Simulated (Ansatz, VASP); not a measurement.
# TaBi2O5: VASP beside Ansatz

```
Ta Bi O
1.0
     2.00638   -6.15273    0.00000
     2.00638    6.15273    0.00000
     0.00000    0.00000   10.81720
Ta Bi O
2 4 10
Direct
  0.15509 0.84491 0.25000
  0.84491 0.15509 0.75000
  0.86660 0.13340 0.09253
  0.86660 0.13340 0.40747
  0.13340 0.86660 0.90747
  0.13340 0.86660 0.59253
  0.05593 0.94407 0.11097
  0.05593 0.94407 0.38903
  0.27801 0.72199 0.38696
  0.27801 0.72199 0.11304
  0.94407 0.05593 0.88903
  0.94407 0.05593 0.61097
  0.72199 0.27801 0.88696
  0.72199 0.27801 0.61304
  0.32150 0.67850 0.75000
  0.67850 0.32150 0.25000
```

Alike in both runs: functional PBE; k mesh 3 × 3 × 1; occupations gaussian, width 0.15 eV; no spin polarisation.

Ansatz relaxed the structure, and its values are those at the end. VASP's run is a single point on that final structure, the one shown.

|  | VASP | Ansatz |
| --- | --- | --- |
| version | VASP 6.6.1 | Ansatz 0.2.0 |
| potentials or method | VASP PAW PBE potentials, release 64 (Ta_pv, Bi_d, O), cutoff 520 eV | scalar-relativistic, plane waves, PAW |
| valence electrons in the cell | 142 | 146 |

Ansatz gave:

```
gap on the k mesh at the Fermi level (eV) : 0.65
least direct gap on the mesh (eV)         : 0.88
pressure (GPa)                            : 0.0
rms of the force components (eV/Å)        : 0.022
```

Problem. Which values does VASP return?

Solution. gap on the k mesh at the Fermi level (eV): 0.64; least direct gap on the mesh (eV): 0.87; pressure (GPa): 0.3; rms of the force components (eV/Å): 0.042.

VASP's potentials hold 142 valence electrons a cell and Ansatz's 146, so a difference there can come from the potentials and not from the codes.

The k mesh is coarse, so the values compare programs but aren't converged. Spin-orbit coupling is off throughout.
